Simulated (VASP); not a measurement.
# SbS3 (Pm-3m) in VASP: a series of runs

Runs on SbS3. Level: PBE. Tasks: relaxation of cell and atoms, single point.

Program: VASP 6.6.1. These are calculated values, not measurements. Logs are shortened: lines on timing, memory, paths and dates and some standing lists are left out, and cuts for length are marked.

### 1 The cell of the first run

Symmetry: Pm-3m, No. 221, cubic system. Conventional cell: a = 4.651 Å, b = 4.651 Å, c = 4.651 Å, α = 90.00°, β = 90.00°, γ = 90.00°. Sb (site symmetry m-3m) has 12 S at 3.29 Å within 4.3 Å. Within 4.3 Å of S (site symmetry 4/mmm) lie 4 Sb at 3.29 Å and 8 S at 3.29 Å.

### 2 Relaxation of cell and atoms, PBE

Contents of INCAR:

```
SYSTEM = SbS3
ALGO = Normal ; EDIFF = 1E-7
EDIFFG = -0.04 ; ENCUT = 600
GGA = PE ; IBRION = 2
ISIF = 3 ; ISMEAR = 0
LASPH = .True. ; LCHARG = .False.
LREAL = .False. ; LWAVE = .False.
NELM = 80 ; NSW = 90
PREC = Accurate ; SIGMA = 0.1
```

Contents of KPOINTS:

```
k-points
0
Gamma
  4 4 4
  0 0 0
```

Contents of POSCAR:

```
SbS3
1.0
    4.6508777400      0.0000000000      0.0000000000
    0.0000000000      4.6508777400      0.0000000000
    0.0000000000      0.0000000000      4.6508777400
Sb S
1 3
Direct
    0.0000000000      0.0000000000      0.0000000000
    0.0000000000      0.5000000000      0.5000000000
    0.5000000000      0.0000000000      0.5000000000
    0.5000000000      0.5000000000      0.0000000000
```

Potentials or basis: VASP PAW PBE potentials, release 64 (Sb, S).

Run with:

```
$ cat potpaw_PBE.64/Sb/POTCAR potpaw_PBE.64/S/POTCAR > POTCAR
$ mpirun -np 1 vasp_std > vasp.out
```

OUTCAR:

```text
SYSTEM = SbS3
   EDIFF = 1E-7
   EDIFFG = -0.04
   ENCUT = 600
   GGA = PE
   IBRION = 2
   ISIF = 3
   ISMEAR = 0
   LASPH = .True.
   LREAL = .False.
   NELM = 80
   NSW = 90
   PREC = Accurate

 ion  position               nearest neighbor table
   1  0.000  0.000  0.000-   2 3.29   3 3.29   4 3.29   2 3.29   3 3.29   2 3.29   4 3.29   2 3.29
                             3 3.29   4 3.29   3 3.29   4 3.29
   2  0.000  0.500  0.500-   1 3.29   1 3.29   1 3.29   1 3.29
   3  0.500  0.000  0.500-   1 3.29   1 3.29   1 3.29   1 3.29
   4  0.500  0.500  0.000-   1 3.29   1 3.29   1 3.29   1 3.29

  LATTYP: Found a simple cubic cell.
 ALAT       =     4.6508777400

  Lattice vectors:

 A1 = (   4.6508777400,   0.0000000000,   0.0000000000)
 A2 = (   0.0000000000,   4.6508777400,   0.0000000000)
 A3 = (   0.0000000000,   0.0000000000,   4.6508777400)

Analysis of symmetry for initial positions (statically):
=====================================================================
 Subroutine PRICEL returns:
 Original cell was already a primitive cell.

 Routine SETGRP: Setting up the symmetry group for a
 simple cubic supercell.

 Subroutine GETGRP returns: Found 48 space group operations
 (whereof 48 operations were pure point group operations)
 out of a pool of 48 trial point group operations.

The static configuration has the point symmetry O_h .

Analysis of symmetry for dynamics (positions and initial velocities):
=====================================================================
 Subroutine PRICEL returns:
 Original cell was already a primitive cell.

 Routine SETGRP: Setting up the symmetry group for a
 simple cubic supercell.

 Subroutine GETGRP returns: Found 48 space group operations
 (whereof 48 operations were pure point group operations)
 out of a pool of 48 trial point group operations.

The dynamic configuration has the point symmetry O_h .

 Subroutine INISYM returns: Found 48 space group operations
 (whereof 48 operations are pure point group operations),
 and found     1 'primitive' translations

----------------------------------------------------------------------------------------

                                     Primitive cell

  volume of cell :     100.6016

  direct lattice vectors                    reciprocal lattice vectors
     4.650877740  0.000000000  0.000000000     0.215013177  0.000000000  0.000000000
     0.000000000  4.650877740  0.000000000     0.000000000  0.215013177  0.000000000
     0.000000000  0.000000000  4.650877740     0.000000000  0.000000000  0.215013177

  length of vectors
     4.650877740  4.650877740  4.650877740     0.215013177  0.215013177  0.215013177

  position of ions in fractional coordinates (direct lattice)
     0.000000000  0.000000000  0.000000000
     0.000000000  0.500000000  0.500000000
     0.500000000  0.000000000  0.500000000
     0.500000000  0.500000000  0.000000000

  ion indices of the primitive-cell ions
   primitive index   ion index
                 1           1
                 2           2
                 3           3
                 4           4

----------------------------------------------------------------------------------------

 KPOINTS: k-points

Automatic generation of k-mesh.
 Grid dimensions read from file:
 generate k-points for:    4    4    4

 Generating k-lattice:

  Cartesian coordinates                     Fractional coordinates (reciprocal lattice)
     0.053753294  0.000000000  0.000000000     0.250000000  0.000000000  0.000000000
     0.000000000  0.053753294  0.000000000     0.000000000  0.250000000  0.000000000
     0.000000000  0.000000000  0.053753294     0.000000000  0.000000000  0.250000000

  Length of vectors
     0.053753294  0.053753294  0.053753294

  Shift w.r.t. Gamma in fractional coordinates (k-lattice)
     0.000000000  0.000000000  0.000000000

 Subroutine IBZKPT returns following result:
 ===========================================

 Found     10 irreducible k-points:

 Following reciprocal coordinates:
            Coordinates               Weight
  0.000000  0.000000  0.000000      1.000000
  0.250000  0.000000  0.000000      6.000000
  0.500000  0.000000  0.000000      3.000000
  0.250000  0.250000  0.000000     12.000000
  0.500000  0.250000  0.000000     12.000000
  0.500000  0.500000  0.000000      3.000000
  0.250000  0.250000  0.250000      8.000000
  0.500000  0.250000  0.250000     12.000000
  0.500000  0.500000  0.250000      6.000000
  0.500000  0.500000  0.500000      1.000000
   k-points           NKPTS =     10   k-points in BZ     NKDIM =     10   number of bands    NBANDS=     15
   number of dos      NEDOS =    301   number of ions     NIONS =      4
   total plane-waves  NPLWV =  64000
   dimension x,y,z NGX =    40 NGY =   40 NGZ =   40
   dimension x,y,z NGXF=    80 NGYF=   80 NGZF=   80
   ions per type =               1   3
   NGX,Y,Z   is equivalent  to a cutoff of  14.30, 14.30, 14.30 a.u.
   NGXF,Y,Z  is equivalent  to a cutoff of  28.60, 28.60, 28.60 a.u.
 SYSTEM =  SbS3
   PREC   = accura    normal or accurate (medium, high low for compatibility)
   ISTART =      0    job   : 0-new  1-cont  2-samecut
   ICHARG =      2    charge: 1-file 2-atom 10-const
   ISPIN  =      1    spin polarized calculation?
   LNONCOLLINEAR =      F non collinear calculations
   LSORBIT =      F    spin-orbit coupling
   LASPH  =      T    aspherical Exc in radial PAW
   ENCUT  =  600.0 eV  44.10 Ry    6.64 a.u.   9.29  9.29  9.29*2*pi/ulx,y,z
   NELM   =     80;   NELMIN=  2; NELMDL= -5     # of ELM steps
   EDIFF  = 0.1E-06   stopping-criterion for ELM
   LREAL  =      F    real-space projection
   EDIFFG = -.4E-01   stopping-criterion for IOM
   NSW    =     90    number of steps for IOM
   IBRION =      2    ionic relax: 0-MD 1-quasi-New 2-CG
   NFREE  =      1    steps in history (QN), initial steepest desc. (CG)
   ISIF   =      3    stress and relaxation
   ISYM   =      2    0-nonsym 1-usesym 2-fastsym
   POTIM  = 0.5000    time-step for ionic-motion
   TEBEG  =    0.0;   TEEND  =   0.0 temperature during run
   PSTRESS=    0.0 pullay stress
   NELECT =      23.0000    total number of electrons
   NUPDOWN=      -1.0000    fix difference up-down
   EMIN   =  10.00;   EMAX   =-10.00  energy-range for DOS
   EFERMI =   0.00;   METHOD = LEGACY
   ISMEAR =     0;   SIGMA  =   0.10  broadening in eV -4-tet -1-fermi 0-gaus
   EFERMI_NEDOS =   21; number of points for ismear=-14 and -15
   IALGO  =     38    algorithm
   IMIX   =      4    mixing-type and parameters
     AMIX     =   0.40;   BMIX     =  1.00
     AMIX_MAG =   1.60;   BMIX_MAG =  1.00
  volume/ion in A,a.u.               =      25.15       169.72
  Fermi-wavevector in a.u.,A,eV,Ry     =   1.001035  1.891682 13.634000  1.002071
  Thomas-Fermi vector in A             =   2.133430
   LORBIT       =      0    0 simple, 1 ext, 2 COOP (PROOUT), +10 PAW based schemes
   GGA     = PE    functional components
   LHFCALC =     F    Hartree Fock is set to
   AEXX    =    0.0000 exact exchange contribution
   IVDW    =     0    specifies the selected vdW correction
   LEPSILON=     F    determine dielectric tensor
   LRPA    =     F    only Hartree local field effects (RPA)
 conjugate gradient relaxation of ions
 non-spin polarized calculation
 Gauss-broadening in eV      SIGMA  =   0.10
  energy-cutoff  :      600.00
  volume of cell :      100.60
 maximum number of plane-waves:      3407
 NGX is ok and might be reduce to    40
   NGX = 19   NGY = 19   NGZ = 19

--------------------------------------- Ionic step        1  -------------------------------------------

 number of electron      23.0000004 magnetization

 Free energy of the ion-electron system (eV)
  ---------------------------------------------------
  ext. energy  EPLUGINS =         0.00000000
  ---------------------------------------------------
  free energy    TOTEN  =       -12.33139328 eV

  energy without entropy =      -12.29949198  energy(sigma->0) =      -12.31544263

 E-fermi :   3.9532     XC(G=0):  -9.4297

 val. band max:        3.9479422124   @ k =   0.5000   0.2500   0.2500
 cond. band min:       3.9761126330   @ k =   0.0000   0.0000   0.0000
 fundamental gap:      0.0281704207
 Fermi energy:         3.9532223597

 k-point     1 :       0.0000    0.0000    0.0000
  band No.  band energies     occupation
      1      -9.2755      2.00000
      2      -6.8900      2.00000
      3      -6.8900      2.00000
      4      -3.9735      2.00000
      5       0.0557      2.00000
      6       0.0557      2.00000
      7       0.0557      2.00000
      8       3.1546      2.00000
      9       3.1546      2.00000
     10       3.1546      2.00000
     11       3.9761      0.74615
     12       3.9761      0.74615
     13       3.9761      0.74615
     14       6.9082      0.00000
     15       6.9082      0.00000
[... 220 lines left out ...]
 POSITION                                       TOTAL-FORCE (eV/Angst)
 -----------------------------------------------------------------------------------
      0.00000      0.00000      0.00000        -0.000000      0.000000      0.000000
      0.00000      2.13187      2.13187         0.000000      0.000000      0.000000
      2.13187      0.00000      2.13187         0.000000     -0.000000      0.000000
      2.13187      2.13187     -0.00000        -0.000000      0.000000     -0.000000
 -----------------------------------------------------------------------------------
    total drift:                                0.000000     -0.000000     -0.000000

  FREE ENERGIE OF THE ION-ELECTRON SYSTEM (eV)
  ---------------------------------------------------
  free  energy   TOTEN  =       -13.4095316905 eV

  energy  without entropy=      -13.3800745471  energy(sigma->0) =      -13.39480312

--------------------------------------- Ionic step        3  -------------------------------------------

 number of electron      22.9999998 magnetization

 Free energy of the ion-electron system (eV)
  ---------------------------------------------------
  ext. energy  EPLUGINS =         0.00000000
  ---------------------------------------------------
  free energy    TOTEN  =       -13.41559969 eV

  energy without entropy =      -13.38615776  energy(sigma->0) =      -13.40087873

 E-fermi :   7.3049     XC(G=0): -10.6870

 val. band max:        7.2634351606   @ k =   0.2500   0.0000   0.0000
 cond. band min:       7.3409181950   @ k =   0.2500   0.2500   0.2500
 fundamental gap:      0.0774830344
 Fermi energy:         7.3048759506

 k-point     1 :       0.0000    0.0000    0.0000
  band No.  band energies     occupation
      1      -7.9708      2.00000
      2      -3.7474      2.00000
      3      -3.7474      2.00000
      4      -0.1491      2.00000
      5       1.7586      2.00000
      6       1.7586      2.00000
      7       1.7586      2.00000
      8       6.1269      2.00000
      9       6.1269      2.00000
     10       6.1269      2.00000
     11       7.4149      0.11958
     12       7.4149      0.11958
     13       7.4149      0.11958
     14      11.8143      0.00000
     15      11.8143      0.00000
[... 182 lines left out ...]
 POSITION                                       TOTAL-FORCE (eV/Angst)
 -----------------------------------------------------------------------------------
      0.00000      0.00000      0.00000        -0.000000      0.000000      0.000000
      0.00000      2.11916      2.11916         0.000000      0.000000      0.000000
      2.11916      0.00000      2.11916         0.000000     -0.000000      0.000000
      2.11916      2.11916     -0.00000        -0.000000      0.000000      0.000000
 -----------------------------------------------------------------------------------
    total drift:                                0.000000     -0.000000     -0.000000

  FREE ENERGIE OF THE ION-ELECTRON SYSTEM (eV)
  ---------------------------------------------------
  free  energy   TOTEN  =       -13.4155996902 eV

  energy  without entropy=      -13.3861577611  energy(sigma->0) =      -13.40087873

 reached required accuracy - stopping structural energy minimisation
```

It took 98 s on 1 thread of AMD EPYC 7R13, shared host; peak memory 0.21 GiB.

What came out:

```
Free energy                            : -13.4156 eV
Relaxed volume                         : 19.03 Å³/atom
Relaxed cell                           : a = 4.238 Å, b = 4.238 Å, c = 4.238 Å, α = 90.00°, β = 90.00°, γ = 90.00°
Space group after relaxing (to 0.05 Å) : Pm-3m (No. 221)
Energy gained by relaxing              : 271.1 meV/atom
Ionic steps                            : 3
Pressure after relaxing                : -0.1 GPa
```

Step by step:
```
step  energy change (eV)  largest force (eV/Å)  pressure (GPa)  volume (Å³)
   1              0.0000                0.0000          -10.99       100.60
   2             -1.0781                0.0000           -1.32        77.51
   3             -1.0842                0.0000           -0.06        76.13
```

Final structure:
```cif
data_structure
_symmetry_space_group_name_H-M 'P 1'
_symmetry_Int_Tables_number 1
_cell_length_a 4.2383
_cell_length_b 4.2383
_cell_length_c 4.2383
_cell_angle_alpha 90.000
_cell_angle_beta 90.000
_cell_angle_gamma 90.000
_cell_volume 76.13
loop_
_atom_site_label
_atom_site_type_symbol
_atom_site_fract_x
_atom_site_fract_y
_atom_site_fract_z
_atom_site_occupancy
Sb1 Sb 0.00000 0.00000 0.00000 1
S1 S 0.00000 0.50000 0.50000 1
S2 S 0.50000 0.00000 0.50000 1
S3 S 0.50000 0.50000 0.00000 1
```

Caveat: the volume moved by over 15 % at a fixed basis, so the end points are rough; spin-orbit coupling is left out, which moves the levels of the heavy elements.

### 3 Single point, PBE

This run uses another cell than the first one, of 18.94 Å³/atom, 0.753 times its volume.

Contents of INCAR:

```
SYSTEM = SbS3
  PREC = Accurate
  ENCUT = 520
  EDIFF = 1E-7
  ISMEAR = 0
  SIGMA = 0.1
  LREAL = .False.
  LASPH = .True.
  NELM = 80
  ALGO = Normal
  ISIF = 2
  LWAVE = .False.
  LCHARG = .False.
  GGA = PE
  NBANDS = 20
```

Contents of KPOINTS:

```
regular mesh
0
Gamma
  12 12 12
  0 0 0
```

Contents of POSCAR:

```
SbS3
1.0
    4.2317205705      0.0000000000      0.0000000000
    0.0000000000      4.2317205705      0.0000000000
    0.0000000000      0.0000000000      4.2317205705
Sb S
1 3
Direct
    0.0000000000      0.0000000000      0.0000000000
    0.0000000000      0.5000000000      0.5000000000
    0.5000000000      0.0000000000      0.5000000000
    0.5000000000      0.5000000000      0.0000000000
```

Potentials or basis: VASP PAW PBE potentials, release 64 (Sb, S).

Run with:

```
$ cat potpaw_PBE.64/Sb/POTCAR potpaw_PBE.64/S/POTCAR > POTCAR
$ mpirun -np 1 vasp_std > vasp.out
```

It took 2.4 min on 1 thread of AMD EPYC 7R13, shared host; peak memory 0.22 GiB.

It converged, with:

```yaml
Free_energy: -13.4848 eV
Pressure: -0.3 GPa
```

Levels at points of the mesh, in eV from the Fermi level:
```
           k point  band 8  band 9  band 10  band 11  band 12  band 13  band 14  band 15  band 16  band 17
(0.00, 0.00, 0.00)   -1.31   -1.31    -1.31     0.07     0.07     0.07     4.44     4.44     4.44     4.73
(0.50, 0.00, 0.00)   -3.78   -2.56    -1.86    -0.39     0.09     0.25     0.25     2.34     2.34     7.56
(0.50, 0.50, 0.00)   -2.59   -2.59    -2.54    -2.27    -0.62     0.85     1.12     3.49     3.49     8.62
(0.50, 0.50, 0.50)   -6.22    0.90     0.90     0.90     1.26     1.26     4.69     4.69     4.69     8.46
```

Caveat: spin-orbit coupling is left out, which moves the levels of the heavy elements.

### 4 Relaxation of cell and atoms, PBE

This run uses another cell than the first one, of 19.09 Å³/atom, 0.759 times its volume.

Contents of INCAR:

```
PREC = Accurate ; ENCUT = 600
EDIFF = 1E-7 ; ISMEAR = 0
SIGMA = 0.1 ; LREAL = False
LASPH = True ; NELM = 100
ALGO = Normal ; ISIF = 3
LWAVE = False ; LCHARG = False
GGA = PE ; IBRION = 2
NSW = 100 ; EDIFFG = -0.01
```

Contents of KPOINTS:

```
regular mesh
0
Gamma
  12 12 12
```

Contents of POSCAR:

```
SbS3
1.0
    4.2424100927      0.0000000000      0.0000000000
    0.0000000000      4.2424100927      0.0000000000
    0.0000000000      0.0000000000      4.2424100927
Sb S
1 3
Direct
    0.0000000000      0.0000000000      0.0000000000
    0.0000000000      0.5000000000      0.5000000000
    0.5000000000      0.0000000000      0.5000000000
    0.5000000000      0.5000000000      0.0000000000
```

Run with:

```
$ cat potpaw_PBE.64/Sb/POTCAR potpaw_PBE.64/S/POTCAR > POTCAR
$ mpirun -np 1 vasp_std > vasp.out
```

Wall time 5.9 min (1 thread of AMD EPYC 7R13, shared host); peak memory 0.26 GiB.

It converged, with:

| Property | Result |
| --- | --- |
| Free energy | -13.4857 eV |
| Relaxed volume | 18.87 Å³/atom |
| Relaxed cell | a = 4.226 Å, b = 4.226 Å, c = 4.226 Å, α = 90.00°, β = 90.00°, γ = 90.00° |
| Space group after relaxing (to 0.05 Å) | Pm-3m (No. 221) |
| Energy gained by relaxing | 0.6 meV/atom |
| Ionic steps | 3 |
| Pressure after relaxing | 0.0 GPa |

Step by step:
| step | energy change (eV) | largest force (eV/Å) | pressure (GPa) | volume (Å³) |
| --- | --- | --- | --- | --- |
| 1 | 0.0000 | 0.0000 | -0.82 | 76.36 |
| 2 | -0.0021 | 0.0000 | 0.20 | 75.28 |
| 3 | -0.0023 | 0.0000 | 0.00 | 75.48 |

Final structure:
```
Sb S
1.0
     4.22623    0.00000    0.00000
     0.00000    4.22623    0.00000
     0.00000    0.00000    4.22623
Sb S
1 3
Direct
  0.00000 0.00000 0.00000
  0.00000 0.50000 0.50000
  0.50000 0.00000 0.50000
  0.50000 0.50000 0.00000
```

Levels at points of the mesh, in eV from the Fermi level:
```csv
k point,band 10,band 11,band 12,band 13,band 14,band 15
"(0.00, 0.00, 0.00)",-1.32,0.07,0.07,0.07,4.46,4.46
"(0.50, 0.00, 0.00)",-1.87,-0.38,0.10,0.25,0.25,2.35
"(0.50, 0.50, 0.00)",-2.54,-2.28,-0.62,0.85,1.13,3.51
"(0.50, 0.50, 0.50)",0.90,0.90,1.27,1.27,4.72,4.72
```

Caveat: spin-orbit coupling is left out, which moves the levels of the heavy elements.

### 5 The runs side by side

```csv
task,cell,k mesh,cutoff (eV),gap on the mesh (eV),pressure (GPa),relaxed volume (Å³/atom)
relaxation of cell and atoms,"relaxed from a = 4.651 Å, 4 atoms",4 × 4 × 4,600,none,-0.1,19.03
single point,"a = 4.232 Å, 4 atoms",12 × 12 × 12,520,none,-0.3,-
relaxation of cell and atoms,"relaxed from a = 4.242 Å, 4 atoms",12 × 12 × 12,600,none,0.0,18.87
```

Alike in all rows: level PBE; potentials or basis VASP PAW PBE potentials, release 64 (Sb, S); no spin polarisation; smearing gaussian 0.1 eV.

Caveats: spin-orbit coupling is left out, which moves the levels of the heavy elements; the volume moved by over 15 % at a fixed basis, so the end points are rough (some runs).

Total energies depend on the potentials used, so only differences within one code and one set of settings carry meaning.
